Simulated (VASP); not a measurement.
# V: single point with PBE

The system is V.

```xyz
1
Lattice="-1.2283 1.2283 1.2283 1.2283 -1.2283 1.2283 1.2283 1.2283 -1.2283" Properties=species:S:1:pos:R:3 pbc="T T T"
V     0.0000    0.0000    0.0000
```

This cell differs from its parent crystal: volume scaled by 0.55.

| Item | Value |
| --- | --- |
| Program | VASP 6.6.1 |
| Task | single point |
| Functional | PBE |
| Potentials or basis | VASP PAW PBE potentials, release 64 (V_sv) |
| Cutoff | 520 eV |
| k mesh | 18 × 18 × 18 |
| Occupations | fermi-dirac, width 0.1 eV |
| Spin | no spin polarisation |
| Dipole correction | no |
| Further INCAR settings | ALGO = Normal; EDIFF = 1e-06; NBANDS = 12 |

```
Pressure : 321.1 GPa
```

Levels at points of the mesh, in eV from the Fermi level:
```csv
k point,band 5,band 6,band 7,band 8,band 9,band 10
"(0.00, 0.00, 0.00)",-6.40,-0.26,-0.26,-0.26,3.80,3.80
"(0.50, 0.00, 0.00)",-6.31,-3.61,4.20,4.86,6.05,8.00
"(0.50, 0.50, 0.50)",-7.66,-7.66,7.04,7.04,7.04,17.99
```

Run time: 30 s on 1 thread of AMD EPYC 7R13, on a shared host, peak memory 0.1 GiB.
